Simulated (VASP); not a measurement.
# LiB18N18 (a cell with a defect) in VASP: further runs

LiB18N18 (a cell with a defect) is run at these levels: PBE; tasks: single point.

Everything below comes from runs of VASP 6.6.1. Logs are shortened: lines on timing, memory, paths and dates and some standing lists are left out, and cuts for length are marked.

## (1) The cell of the first run

The cell holds a defect, 37 atoms: a = 7.465 Å, b = 7.465 Å, c = 6.495 Å, α = 90.00°, β = 90.00°, γ = 120.00°.

## (2) Single point, PBE

The input, INCAR:

```
SYSTEM = LiB18N18
PREC = Accurate
ENCUT = 520
EDIFF = 1E-7
ISMEAR = -1
SIGMA = 0.01
LREAL = Auto
LASPH = .TRUE.
NELM = 100
ALGO = Normal
ISIF = 2
LWAVE = .FALSE.
LCHARG = .FALSE.
GGA = PE
NELECT = 146.0
NBANDS = 98
```

The input, KPOINTS:

```
Automatic mesh
0
G
  1 1 1
  0 0 0
```

The input, POSCAR:

```
LiB18N18
1.0
    7.4650312809      0.0000000000      0.0000000000
   -3.7325156404      6.4649067293      0.0000000000
    0.0000000000      0.0000000000      6.4954828800
B N Li
18 18 1
Direct
    0.1113898050      0.2219229698      0.2388070386
    0.2226611175      0.1112279423      0.7625313883
    0.1113936262      0.5556537794      0.2386586323
    0.2215700518      0.4438148950      0.7515731113
    0.1124840860      0.8893346930      0.2496435250
    0.2226572446      0.7774960095      0.7625384950
    0.4439897141      0.2208358060      0.2497120977
    0.5563975335      0.1112344960      0.7625126511
    0.4418135394      0.5539936682      0.2327110842
    0.5547376728      0.4416502275      0.7685661181
    0.4439888215      0.8893247531      0.2496138482
    0.5547419753      0.7791685057      0.7684829681
    0.7776624391      0.2219204471      0.2387580215
    0.8900659321      0.1123145716      0.7514414713
    0.7793198055      0.5539988769      0.2327034550
    0.8900679881      0.4438240640      0.7515239718
    0.7793154922      0.8914938017      0.2327489020
    0.8922317320      0.7791492328      0.7683968948
    0.1117260560      0.2221574075      0.7504761986
    0.2223304261      0.1109964553      0.2507953287
    0.1117269385      0.5556337451      0.7505588931
    0.2218588685      0.4440195285      0.2337663425
    0.1121878539      0.8891277911      0.7674563608
    0.2223308958      0.7775161845      0.2505932533
    0.4447566067      0.2216916980      0.7676091844
    0.5558045952      0.1109882410      0.2507263077
    0.4460274108      0.5560479172      0.7571162887
    0.5562196350      0.4452905883      0.2441862673
    0.4447528087      0.8891351772      0.7675046661
    0.5562139671      0.7770951871      0.2441075922
    0.7782507882      0.2221617217      0.7504467383
    0.8892958353      0.1114546855      0.2338430700
    0.7778326792      0.5560388438      0.7570342541
    0.8892976475      0.4440184983      0.2337128829
    0.7778337041      0.8878581951      0.7569380044
    0.8880338286      0.7771045888      0.2441252984
    0.6668340650      0.6663816067      0.5005982988
```

Potentials or basis: VASP PAW PBE potentials, release 64 (B, N, Li_sv).

The run is started by

```console
> cat potpaw_PBE.64/B/POTCAR potpaw_PBE.64/N/POTCAR potpaw_PBE.64/Li_sv/POTCAR > POTCAR
> mpirun -np 1 vasp_gam > vasp.out
```

OUTCAR:

```text
SYSTEM = LiB18N18
   PREC = Accurate
   ENCUT = 520
   EDIFF = 1E-7
   ISMEAR = -1
   LREAL = Auto
   LASPH = .TRUE.
   NELM = 100
   ISIF = 2
   GGA = PE
   NELECT = 146.0

 ion  position               nearest neighbor table
   1  0.111  0.222  0.239-  32 1.44  22 1.44  20 1.44
   2  0.223  0.111  0.763-  25 1.44  23 1.44  19 1.44
   3  0.111  0.556  0.239-  34 1.44  22 1.44  24 1.44
   4  0.222  0.444  0.752-  19 1.43  21 1.43  27 1.45
   5  0.112  0.889  0.250-  20 1.43  24 1.43  36 1.45
   6  0.223  0.777  0.763-  29 1.44  23 1.44  21 1.44
   7  0.444  0.221  0.250-  20 1.43  26 1.43  28 1.45
   8  0.556  0.111  0.763-  29 1.44  25 1.44  31 1.44
   9  0.442  0.554  0.233-  22 1.42  30 1.44  28 1.44  37 2.27
  10  0.555  0.442  0.769-  25 1.42  33 1.44  27 1.44  37 2.27
  11  0.444  0.889  0.250-  24 1.43  26 1.43  30 1.45
  12  0.555  0.779  0.768-  29 1.42  35 1.44  27 1.44  37 2.27
  13  0.778  0.222  0.239-  32 1.44  34 1.44  26 1.44
  14  0.890  0.112  0.751-  19 1.43  31 1.43  35 1.45
  15  0.779  0.554  0.233-  34 1.42  28 1.44  36 1.44  37 2.27
  16  0.890  0.444  0.752-  21 1.43  31 1.43  33 1.45
  17  0.779  0.891  0.233-  32 1.42  30 1.44  36 1.44  37 2.27
  18  0.892  0.779  0.768-  23 1.42  33 1.44  35 1.44  37 2.27
  19  0.112  0.222  0.750-   4 1.43  14 1.43   2 1.44
  20  0.222  0.111  0.251-   7 1.43   5 1.43   1 1.44
  21  0.112  0.556  0.751-  16 1.43   4 1.43   6 1.44
  22  0.222  0.444  0.234-   9 1.42   3 1.44   1 1.44
  23  0.112  0.889  0.767-  18 1.42   2 1.44   6 1.44
  24  0.222  0.778  0.251-  11 1.43   5 1.43   3 1.44
[... 10 lines left out ...]
  35  0.778  0.888  0.757-  12 1.44  18 1.44  14 1.45
  36  0.888  0.777  0.244-  17 1.44  15 1.44   5 1.45
  37  0.667  0.666  0.501-  10 2.27  12 2.27  15 2.27   9 2.27  17 2.27  18 2.27

  LATTYP: Found a hexagonal cell.
 ALAT       =     7.4650312809
 C/A-ratio  =     0.8701213211

  Lattice vectors:

 A1 = (   7.4650312809,   0.0000000000,   0.0000000000)
 A2 = (  -3.7325156404,   6.4649067293,   0.0000000000)
 A3 = (   0.0000000000,   0.0000000000,   6.4954828800)

Analysis of symmetry for initial positions (statically):
=====================================================================
 Subroutine PRICEL returns:
 Original cell was already a primitive cell.

 Routine SETGRP: Setting up the symmetry group for a
 hexagonal supercell.

 Subroutine GETGRP returns: Found  1 space group operations
 (whereof  1 operations were pure point group operations)
 out of a pool of 24 trial point group operations.

The static configuration has the point symmetry C_1 .

Analysis of symmetry for dynamics (positions and initial velocities):
=====================================================================
 Subroutine PRICEL returns:
 Original cell was already a primitive cell.

 Routine SETGRP: Setting up the symmetry group for a
 hexagonal supercell.

 Subroutine GETGRP returns: Found  1 space group operations
 (whereof  1 operations were pure point group operations)
 out of a pool of 24 trial point group operations.

The dynamic configuration has the point symmetry C_1 .

 Subroutine INISYM returns: Found  1 space group operations
 (whereof  1 operations are pure point group operations),
 and found     1 'primitive' translations

----------------------------------------------------------------------------------------

                                     Primitive cell

  volume of cell :     313.4768

  direct lattice vectors                    reciprocal lattice vectors
     7.465031281  0.000000000  0.000000000     0.133957912  0.077340636  0.000000000
    -3.732515640  6.464906729  0.000000000     0.000000000  0.154681273  0.000000000
     0.000000000  0.000000000  6.495482880     0.000000000  0.000000000  0.153953142

  length of vectors
     7.465031281  7.465031281  6.495482880     0.154681273  0.154681273  0.153953142

  position of ions in fractional coordinates (direct lattice)
     0.111389805  0.221922970  0.238807039
     0.222661118  0.111227942  0.762531388
     0.111393626  0.555653779  0.238658632
     0.221570052  0.443814895  0.751573111
     0.112484086  0.889334693  0.249643525
     0.222657245  0.777496009  0.762538495
[... 29 lines left out ...]
     0.888033829  0.777104589  0.244125298
     0.666834065  0.666381607  0.500598299

  ion indices of the primitive-cell ions
   primitive index   ion index
                 1           1
                 2           2
                 3           3
                 4           4
                 5           5
                 6           6
[... 29 lines left out ...]
                36          36
                37          37

----------------------------------------------------------------------------------------

 KPOINTS: Automatic mesh

Automatic generation of k-mesh.
 Grid dimensions read from file:
 generate k-points for:    1    1    1

 Generating k-lattice:

  Cartesian coordinates                     Fractional coordinates (reciprocal lattice)
     0.133957912  0.077340636  0.000000000     1.000000000  0.000000000  0.000000000
     0.000000000  0.154681273  0.000000000     0.000000000  1.000000000  0.000000000
     0.000000000  0.000000000  0.153953142     0.000000000  0.000000000  1.000000000

  Length of vectors
     0.154681273  0.154681273  0.153953142

  Shift w.r.t. Gamma in fractional coordinates (k-lattice)
     0.000000000  0.000000000  0.000000000

 Subroutine IBZKPT returns following result:
 ===========================================

 Found      1 irreducible k-points:

 Following reciprocal coordinates:
            Coordinates               Weight
  0.000000  0.000000  0.000000      1.000000
   k-points           NKPTS =      1   k-points in BZ     NKDIM =      1   number of bands    NBANDS=     98
   number of dos      NEDOS =    301   number of ions     NIONS =     37
   total plane-waves  NPLWV = 150528
   dimension x,y,z NGX =    56 NGY =   56 NGZ =   48
   dimension x,y,z NGXF=   112 NGYF=  112 NGZF=   96
   ions per type =              18  18   1
   NGX,Y,Z   is equivalent  to a cutoff of  12.47, 12.47, 12.29 a.u.
   NGXF,Y,Z  is equivalent  to a cutoff of  24.94, 24.94, 24.57 a.u.
 SYSTEM =  LiB18N18
   PREC   = accura    normal or accurate (medium, high low for compatibility)
   ISTART =      0    job   : 0-new  1-cont  2-samecut
   ICHARG =      2    charge: 1-file 2-atom 10-const
   ISPIN  =      1    spin polarized calculation?
   LNONCOLLINEAR =      F non collinear calculations
   LSORBIT =      F    spin-orbit coupling
   LASPH  =      T    aspherical Exc in radial PAW
   ENCUT  =  520.0 eV  38.22 Ry    6.18 a.u.  13.88 13.88 12.08*2*pi/ulx,y,z
   NELM   =    100;   NELMIN=  2; NELMDL= -5     # of ELM steps
   EDIFF  = 0.1E-06   stopping-criterion for ELM
   LREAL  =      T    real-space projection
   EDIFFG = 0.1E-05   stopping-criterion for IOM
   NSW    =      0    number of steps for IOM
   IBRION =     -1    ionic relax: 0-MD 1-quasi-New 2-CG
   NFREE  =      0    steps in history (QN), initial steepest desc. (CG)
   ISIF   =      2    stress and relaxation
   ISYM   =      2    0-nonsym 1-usesym 2-fastsym
   POTIM  = 0.5000    time-step for ionic-motion
   TEBEG  =    0.0;   TEEND  =   0.0 temperature during run
   PSTRESS=    0.0 pullay stress
   NELECT =     146.0000    total number of electrons
   NUPDOWN=      -1.0000    fix difference up-down
   EMIN   =  10.00;   EMAX   =-10.00  energy-range for DOS
   EFERMI =   0.00;   METHOD = LEGACY
   ISMEAR =    -1;   SIGMA  =   0.01  broadening in eV -4-tet -1-fermi 0-gaus
   EFERMI_NEDOS =   21; number of points for ismear=-14 and -15
   IALGO  =     38    algorithm
   IMIX   =      4    mixing-type and parameters
     AMIX     =   0.40;   BMIX     =  1.00
     AMIX_MAG =   1.60;   BMIX_MAG =  1.00
  volume/ion in A,a.u.               =       8.47        57.17
  Fermi-wavevector in a.u.,A,eV,Ry     =   1.268987  2.398039 21.909859  1.610329
  Thomas-Fermi vector in A             =   2.402053
   LORBIT       =      0    0 simple, 1 ext, 2 COOP (PROOUT), +10 PAW based schemes
   GGA     = PE    functional components
   LHFCALC =     F    Hartree Fock is set to
   AEXX    =    0.0000 exact exchange contribution
   IVDW    =     0    specifies the selected vdW correction
   LEPSILON=     F    determine dielectric tensor
   LRPA    =     F    only Hartree local field effects (RPA)
 non-spin polarized calculation
  energy-cutoff  :      520.00
  volume of cell :      313.48
 maximum number of plane-waves:      4207
 NGX is ok and might be reduce to    54
   NGX = 27   NGY = 27   NGZ = 25

 number of electron     145.9999999 magnetization

 Free energy of the ion-electron system (eV)
  ---------------------------------------------------
  ext. energy  EPLUGINS =         0.00000000
  ---------------------------------------------------
  free energy    TOTEN  =      -320.31954875 eV

  energy without entropy =     -320.31954875  energy(sigma->0) =     -320.31954875

 E-fermi :   3.0259     XC(G=0): -10.2909

 val. band max:        2.6634534526   @ k =   0.0000   0.0000   0.0000
 cond. band min:       7.6047148796   @ k =   0.0000   0.0000   0.0000
 fundamental gap:      4.9412614270
 Fermi energy:         3.0258721037

 k-point     1 :       0.0000    0.0000    0.0000
  band No.  band energies     occupation
      1     -42.0060      2.00000
      2     -15.1599      2.00000
      3     -14.8229      2.00000
      4     -13.2658      2.00000
      5     -13.1981      2.00000
      6     -13.1979      2.00000
[... 77 lines left out ...]
     84       9.8187      0.00000
     85      10.2365      0.00000
 [bands above 85 left out]

------------------------ aborting loop because EDIFF is reached ----------------------------------------

  FORCE on cell =-STRESS in cart. coord.  units (eV):
  Direction    XX          YY          ZZ          XY          YZ          ZX
  --------------------------------------------------------------------------------------
  -------------------------------------------------------------------------------------
  Total       15.8647823     15.8769073      6.0044430     -0.0127348     -0.0003753     -0.0021491
  in kB       81.0847833     81.1467545     30.6886633     -0.0650876     -0.0019182     -0.0109842
  external PRESSURE =      64.3067337 kB  Pullay stress =       0.0000000 kB

 VOLUME and BASIS-vectors are now :
 -----------------------------------------------------------------------------
  energy-cutoff  :      520.00
  volume of cell :      313.48
      direct lattice vectors                 reciprocal lattice vectors
     7.465031281  0.000000000  0.000000000     0.133957912  0.077340636  0.000000000
    -3.732515640  6.464906729  0.000000000     0.000000000  0.154681273  0.000000000
     0.000000000  0.000000000  6.495482880     0.000000000  0.000000000  0.153953142

 POSITION                                       TOTAL-FORCE (eV/Angst)
 -----------------------------------------------------------------------------------
      0.00320      1.43471      1.55117         0.001499     -0.001789     -0.003044
      1.24701      0.71908      4.95301        -0.002267     -0.000453      0.002335
     -1.24243      3.59225      1.55020        -0.001440     -0.000360     -0.000775
     -0.00252      2.86922      4.88183         0.000761      0.001761     -0.001401
     -2.47976      5.74947      1.62156         0.000563     -0.001494      0.003257
     -1.23987      5.02644      4.95306         0.000605     -0.000468      0.000310
[... 29 lines left out ...]
      3.72865      5.02391      1.58571         0.003878      0.002154      0.002515
      2.49066      4.30809      3.25163         0.001061     -0.000052      0.000268
 -----------------------------------------------------------------------------------
    total drift:                               -0.004977     -0.003985      0.000099

  FREE ENERGIE OF THE ION-ELECTRON SYSTEM (eV)
  ---------------------------------------------------
  free  energy   TOTEN  =      -320.3195487504 eV

  energy  without entropy=     -320.3195487504  energy(sigma->0) =     -320.31954875
```

Run time: 79 s. Hardware: 1 thread of Intel Xeon Platinum 8488C (Sapphire Rapids), shared host; peak memory 0.34 GiB.

What came out:

```yaml
Free_energy: -320.3195 eV
Largest_force: 0.012 eV/Å
```

Forces in eV/Å, atoms in the order of the input:
```
B    0.001 -0.002 -0.003
B   -0.002  0.000  0.002
B   -0.001  0.000 -0.001
B    0.001  0.002 -0.001
B    0.001 -0.001  0.003
B    0.001  0.000  0.000
B    0.000  0.000  0.002
B   -0.001 -0.002  0.002
B   -0.005 -0.004 -0.001
B   -0.002 -0.007  0.002
B    0.000  0.000  0.003
B   -0.008  0.002  0.004
B   -0.001  0.000 -0.002
B   -0.001 -0.002 -0.001
B    0.010 -0.005 -0.003
B    0.001 -0.001 -0.001
B    0.001  0.009 -0.002
B    0.005  0.005  0.002
N    0.001  0.000  0.000
N    0.001  0.000 -0.001
N    0.000  0.000 -0.002
N    0.004  0.002 -0.003
N   -0.002 -0.001  0.002
N    0.000  0.001  0.001
N   -0.001  0.004  0.000
N    0.000 -0.001  0.001
N   -0.006 -0.002 -0.002
N   -0.001 -0.004  0.002
N    0.004 -0.001  0.001
N   -0.004  0.003  0.002
N   -0.001  0.000 -0.001
N    0.001 -0.003 -0.003
N    0.003 -0.001 -0.003
N   -0.002  0.002 -0.002
N    0.000  0.005 -0.002
N    0.004  0.002  0.003
Li   0.001  0.000  0.000
```

Caveat: the k points lie up to 0.97 Å⁻¹ apart, too coarse for converged energies, forces and pressures; the cell carries a net charge on a neutralising background, which shifts energy and pressure; the cell is charged against a uniform background, so pressure and absolute levels hang on convention; the cutoff is under 1.25 times the usual one of these potentials, so pressure, stress and relaxed cells hold a basis-set (Pulay) error.

## (3) Single point, PBE

The input, INCAR:

```
SYSTEM = LiB18N18
PREC = Accurate
ENCUT = 520
EDIFF = 1E-7
ISMEAR = -1
SIGMA = 0.01
LREAL = Auto
LASPH = .TRUE.
NELM = 80
ALGO = Normal
ISIF = 2
LWAVE = .FALSE.
LCHARG = .TRUE.
GGA = PE
LELF = .TRUE.
LVHAR = .TRUE.
NBANDS = 98
NELECT = 146.0
```

KPOINTS is that of step 2.

The input, POSCAR:

```
LiB18N18
1.0
    7.4650312800      0.0000000000      0.0000000000
   -3.7325156400      6.4649067300      0.0000000000
    0.0000000000      0.0000000000      6.4954828800
B N Li
18 18 1
Direct
    0.1084511034      0.2207574179      0.2327004196
    0.2209670517      0.1083802580      0.7682966355
    0.1106306936      0.5560912263      0.2498589666
    0.2209659152      0.4458913363      0.7680494919
    0.1106338265      0.8876003669      0.2499574471
    0.2226269621      0.7779607030      0.7626680084
    0.4459777521      0.2207599947      0.2329204505
    0.5562982956      0.1105539096      0.7511093175
    0.4459750058      0.5582696977      0.2330070104
    0.5584672688      0.4458932927      0.7679635952
    0.4443049875      0.8886817986      0.2387057780
    0.5562980726      0.7790422121      0.7511152463
    0.7780369053      0.2224107417      0.2383759195
    0.8878059279      0.1105614143      0.7509575525
    0.7791244791      0.5560890992      0.2499231999
    0.8888893528      0.4442362735      0.7621993782
    0.7780427608      0.8886776525      0.2385869980
    0.8888864041      0.7779718572      0.7624325573
    0.1122626337      0.2227792009      0.7563504514
    0.2228601053      0.1120581451      0.2445813085
    0.1109714321      0.5558614103      0.7675548307
    0.2228486783      0.4438610473      0.2444976896
    0.1109792879      0.8884107361      0.7679706504
    0.2224592715      0.7777573104      0.2510782480
    0.4440619247      0.2227672521      0.7564817824
    0.5559410441      0.1107684501      0.2334149636
    0.4440636849      0.5545937084      0.7564337809
    0.5546804549      0.4438648720      0.2446125248
    0.4444747033      0.8888906404      0.7503094676
    0.5559423397      0.7782227851      0.2336133372
    0.7779620676      0.2223838403      0.7497976568
    0.8884909606      0.1107694237      0.2330963394
    0.7784284726      0.5558681699      0.7673361392
    0.8889653171      0.4442605920      0.2507335592
    0.7779650470      0.8888955603      0.7499684992
    0.8889704259      0.7777606630      0.2510215706
    0.3331373339      0.3329844780      0.5004107396
```

Potentials or basis: VASP PAW PBE potentials, release 64 (B, N, Li_sv).

The run is started by

```console
> cat potpaw_PBE.64/B/POTCAR potpaw_PBE.64/N/POTCAR potpaw_PBE.64/Li_sv/POTCAR > POTCAR
> mpirun -np 1 vasp_gam > vasp.out
```

It took 68 s on 1 thread of Intel Xeon Platinum 8488C (Sapphire Rapids), shared host; peak memory 0.35 GiB.

It converged, with:

```yaml
Free_energy: -320.3195 eV
Largest_force: 0.012 eV/Å
```

Forces on the atoms (eV/Å):
```
B   -0.005 -0.004  0.003
B   -0.002 -0.009 -0.003
B    0.000 -0.001  0.005
B   -0.008  0.005  0.000
B    0.001  0.000  0.006
B    0.001  0.001  0.004
B    0.007 -0.004 -0.001
B   -0.001 -0.001 -0.005
B    0.000  0.004 -0.001
B    0.005  0.002  0.001
B    0.000  0.000 -0.007
B   -0.001 -0.001 -0.005
B    0.000  0.003 -0.004
B   -0.001  0.001 -0.005
B    0.001  0.000  0.005
B    0.000 -0.002  0.008
B    0.002  0.000 -0.008
B    0.000  0.001  0.006
N   -0.003 -0.003  0.011
N   -0.001 -0.003 -0.011
N    0.008 -0.004 -0.004
N    0.000  0.001 -0.009
N   -0.002  0.010 -0.007
N   -0.001  0.000 -0.006
N    0.003  0.000  0.009
N   -0.007  0.004  0.003
N    0.001  0.003  0.007
N    0.000  0.001 -0.009
N    0.001 -0.001  0.002
N    0.000 -0.006  0.002
N    0.001  0.000  0.006
N    0.007  0.004  0.006
N   -0.007 -0.004 -0.002
N    0.000  0.001 -0.001
N    0.001 -0.001  0.005
N    0.000 -0.001 -0.005
Li   0.002  0.002  0.004
```

Levels at points of the mesh, in eV from the Fermi level:
| k point | band 69 | band 70 | band 71 | band 72 | band 73 | band 74 | band 75 | band 76 | band 77 | band 78 |
| --- | --- | --- | --- | --- | --- | --- | --- | --- | --- | --- |
| (0.00, 0.00, 0.00) | -1.38 | -0.36 | -0.36 | -0.29 | -0.29 | 4.65 | 4.65 | 4.69 | 4.69 | 5.20 |

Caveat: the k points lie up to 0.97 Å⁻¹ apart, too coarse for converged energies, forces and pressures; the cell carries a net charge on a neutralising background, which shifts energy and pressure; the cell is charged against a uniform background, so pressure and absolute levels hang on convention; the cutoff is under 1.25 times the usual one of these potentials, so pressure, stress and relaxed cells hold a basis-set (Pulay) error.

(Continued in part 2 of 2.)
